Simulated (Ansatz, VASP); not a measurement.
**AgI in VASP and in Ansatz**

Contents of INCAR:

```
ALGO = Normal ; EDIFF = 1E-6
ENCUT = 500 ; GGA = PE
GGA_COMPAT = False ; ISIF = 2
ISMEAR = -1 ; LASPH = True
LCHARG = False ; LREAL = False
LWAVE = False ; NBANDS = 26
NELM = 120 ; PREC = Accurate
SIGMA = 0.02
```

KPOINTS

```
k-points
0
Gamma
  6 6 4
```

File POSCAR:

```
AgI
1.0
    4.6741261156      0.0000000000      0.0000000000
   -2.3370630578      4.0479119566      0.0000000000
    0.0000000000      0.0000000000      7.5520425119
Ag I
2 2
Direct
    0.3333333333      0.6666666667     -0.0015743733
    0.6666666667      0.3333333333      0.4984256267
    0.3333333333      0.6666666667      0.3765743733
    0.6666666667      0.3333333333      0.8765743733
```

Input for Ansatz:

```yaml
crystal:
  lattice:
    - [4.6741261156, 0.0, 0.0]
    - [-2.3370630578, 4.0479119566, 0.0]
    - [0.0, 0.0, 7.5520425119]
  atoms:
    - { symbol: Ag, position: [0.3333333333, 0.6666666667, -0.0015743733] }
    - { symbol: Ag, position: [0.6666666667, 0.3333333333, 0.4984256267] }
    - { symbol: I, position: [0.3333333333, 0.6666666667, 0.3765743733] }
    - { symbol: I, position: [0.6666666667, 0.3333333333, 0.8765743733] }
kpoints:
  mp_grid: { grid: [6, 6, 4] }
  band_path:
    path:
      - [0.0, 0.0, 0.0]
      - [0.5, 0.0, 0.0]
      - [0.3333333333, 0.3333333333, 0.0]
      - [0.0, 0.0, 0.5]
      - [0.5, 0.0, 0.5]
      - [0.3333333333, 0.3333333333, 0.5]
    npoints: 1
hamiltonian:
  xc: pbe
scf:
  occupations: { method: fermi_dirac, width: 0.02 }
  n_extra_bands: 5
output:
  forces: true
  stress: true
  eigenvalues: true
  write_density: true
  write_potential: true
  elf: true
  volumetric_format: npy
```

Change from the starting cell: epitaxial_xy strain +0.5%.

Alike in both runs: task single point; functional PBE; k mesh 6 × 6 × 4; occupations fermi-dirac, width 0.02 eV; no spin polarisation.

|  | VASP | Ansatz |
| --- | --- | --- |
| version | VASP 6.6.1 | Ansatz 0.2.0 |
| potentials or method | VASP PAW PBE potentials, release 64 (Ag, I) | plane waves, PAW |
| plane-wave cutoff (eV) | 500 | 420 |
| valence electrons in the cell | 36 | 72 |

```tsv
	VASP	Ansatz	Ansatz less VASP
gap on the k mesh at the Fermi level (eV)	1.38	1.37	-0.002
pressure (GPa)	0.5	0.5	+0.06
traceless stress, the component that is largest in VASP (GPa)	0.14	0.14	-0.002
```

The functional is the same, so the differences come from potentials, cutoffs and numerics. VASP's potentials hold 36 valence electrons a cell and Ansatz's 72, so a difference there can come from the potentials and not from the codes.

Spin-orbit coupling is off throughout.
